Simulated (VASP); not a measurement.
TaN: single point with PBE+U

Crystal: TaN.

```
Ta N
1.0
     0.00000    2.17900    2.17900
     2.17900    0.00000    2.17900
     2.17900    2.17900    0.00000
Ta N
1 1
Direct
  0.50000 0.50000 0.50000
  0.00000 0.00000 0.00000
```

```json
{
  "Program": "VASP 6.6.1",
  "Task": "single point",
  "Functional": "PBE",
  "Potentials or basis": "VASP PAW PBE potentials, release 64 (Ta_sv_GW, N)",
  "Cutoff": "700 eV",
  "k mesh": "7 × 7 × 7",
  "Occupations": "gaussian, width 0.05 eV",
  "Spin": "collinear spin",
  "Starting moments": "[2.0, 0.0] μB",
  "Hubbard terms": "Ta d U = 1.0 eV"
}
```

```yaml
Pressure: 17.6 GPa
Band_gap_on_the_k_mesh: zero (filled and empty bands overlap)
Net_moment: 0.00 μB per cell
Valence_electrons_inside_the_program's_atomic_spheres: Ta 11.58; N 3.78
```

Levels at points of the mesh, in eV from the Fermi level:
Spin up:
```
           k point  band 5  band 6  band 7  band 8  band 9  band 10  band 11  band 12  band 13  band 14
(0.00, 0.00, 0.00)  -19.13   -3.93   -3.93   -3.93   -2.18    -2.18    -2.18     0.13     0.13     1.65
```
Spin down:
```csv
k point,band 6,band 7,band 8,band 9,band 10,band 11,band 12,band 13
"(0.00, 0.00, 0.00)",-3.93,-3.93,-3.93,-2.18,-2.18,-2.18,0.14,0.14
```

Eigenvalues of the final occupation matrices:
```
    site  spin  trace               eigenvalues
site 1 d     1   1.21  0.21 0.21 0.26 0.26 0.26
site 1 d     2   1.21  0.21 0.21 0.26 0.26 0.26
```

It took 30 s on 1 thread of AMD EPYC 7R13 Processor (Zen 3) (shared host), peak memory 0.16 GiB.

Caveat: the cell stands under pressure; spin-orbit coupling is left out, which moves the levels of the heavy elements.
